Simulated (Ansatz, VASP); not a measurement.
# O in VASP and in Ansatz

```xyz
2
Lattice="1.4233 0.8218 3.3742 -1.4233 0.8218 3.3742 0.0000 -1.6435 3.3742" Properties=species:S:1:pos:R:3 pbc="T T T"
O     0.0000    0.0000    0.5841
O     0.0000    0.0000    9.5386
```

Change from the starting cell: zz strain of -1 %.

Alike in both runs: task single point; functional PBEsol; k mesh 10 × 10 × 10; occupations fermi-dirac, width 0.02 eV; no spin polarisation.

|  | VASP | Ansatz |
| --- | --- | --- |
| version | VASP 6.6.1 | Ansatz 0.2.0 |
| potentials or method | VASP PAW PBE potentials, release 64 (O), cutoff 520 eV | all-electron LAPW, scalar-relativistic |

```tsv
	VASP	Ansatz	Ansatz less VASP
pressure (GPa)	9.4	4.9	-4.53
traceless stress, the component that is largest in VASP (GPa)	36.61	26.88	-9.731
rms of the force components (eV/Å)	3.005	1.922	-1.0822
```

VASP's potentials were made for PBE, not for PBEsol. Atom by atom the forces differ by 1.082 eV/Å (rms over components). Ansatz ran all-electron here, and VASP with PAW potentials.

Noted on VASP's run: the standard files for N, O and F lose accuracy on very short bonds; spin is off for a triplet molecule.
